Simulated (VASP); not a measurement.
Set up this calculation in VASP 6.6.1, as the native input.

```yaml
Task: single point
Functional: PBE
Potentials_or_basis: VASP PAW PBE potentials, release 64 (Mg, Cd, Te, Se)
Cutoff: 520 eV
k_mesh: 12 × 12 × 4
Occupations: gaussian, width 0.1 eV
Spin: no spin polarisation
Dipole_correction: no
Further_INCAR_settings: ALGO = Normal; EDIFF = 1e-07; NBANDS = 31
```

The structure of MgCd2TeSe2 lies in POSCAR:

```
MgCd2TeSe2
1.0
    4.1932731775      0.0000000000      0.0000000000
   -2.0966365888      3.6314810968      0.0000000000
    0.0000000000      0.0000000000     11.9075310591
Mg Cd Te Se
1 2 1 2
Direct
    0.0000000000      0.0000000000      0.5000000000
    0.3333333333      0.6666666667      0.8310195027
    0.6666666667      0.3333333333      0.1689804973
    0.0000000000      0.0000000000      0.0000000000
    0.0000000000      0.0000000000      0.7045532432
    0.0000000000      0.0000000000      0.2954467568
```

The cell was built from a structure type or drawn by symmetry, and may not be a known phase.

The input as run:

INCAR

```
ALGO     = Normal         # electronic algorithm
EDIFF    = 1E-7           # SCF threshold, eV
ENCUT    = 520            # plane-wave cutoff, eV
GGA      = PE             # functional
ISIF     = 2              # what is computed and relaxed
ISMEAR   = 0              # smearing method
LASPH    = True           # aspherical terms in the spheres
LCHARG   = True           # write CHGCAR
LELF     = True           # ELF
LREAL    = False          # projectors in reciprocal space
LVHAR    = True         
LWAVE    = False          # write WAVECAR
NBANDS   = 31             # bands
NELM     = 60             # most SCF steps
PREC     = Accurate       # precision mode
SIGMA    = 0.1            # smearing width, eV
```

KPOINTS

```
k-points
0
Gamma
  12 12 4
```

Potentials or basis: VASP PAW PBE potentials, release 64 (Mg, Cd, Te, Se).

Command:

```sh
$ cat potpaw_PBE.64/Mg/POTCAR potpaw_PBE.64/Cd/POTCAR potpaw_PBE.64/Te/POTCAR potpaw_PBE.64/Se/POTCAR > POTCAR
$ mpirun -np 1 vasp_std > vasp.out
```

Results of the run:

| Quantity | Value |
| --- | --- |
| Pressure | 0.1 GPa |
| Largest force | 0.022 eV/Å |
| Band gap on the k mesh | zero (bands 22 and 23 overlap by 0.58 eV) |

Caveat: semilocal functionals underestimate gaps, so a narrow gap can read as zero; spin-orbit coupling is left out, which moves the levels of the heavy elements.

Run time: 3.3 min on 1 thread of Intel(R) Xeon(R) 6975P-C (Granite Rapids), on a shared host, peak memory 0.58 GiB.
